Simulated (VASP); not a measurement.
The system is Pb.

```
Pb
1.0
     0.00000    2.47502    2.47502
     2.47502    0.00000    2.47502
     2.47502    2.47502    0.00000
Pb
1
Direct
  0.00000 0.00000 0.00000
```

Base run:

```yaml
Program: VASP 6.6.1
Functional: PBE
Dispersion: D3(BJ)
Potentials_or_basis: VASP PAW PBE potentials, release 64 (Pb_d)
Cutoff: 520 eV
k_mesh: 14 × 14 × 14
Occupations: gaussian, width 0.1 eV
Spin: no spin polarisation
```

Its results: band gap on the k mesh zero (band 7 reaches 14.70 eV, above the bottom of band 8 at 5.72 eV); pressure 0.2 GPa.

Question: The run is repeated on the same cell with these changes: cutoff from 520 eV to 500 eV; k mesh from 14 × 14 × 14 to 6 × 6 × 6. What comes out?

Answer: Band gap on the k mesh zero (band 7 reaches 14.71 eV, above the bottom of band 8 at 5.75 eV); pressure 1.0 GPa.

Caveats: some runs use coarse meshes; spin-orbit coupling is left out, which moves the levels of the heavy elements; pairwise dispersion overbinds metals, which lowers pressure and volume.
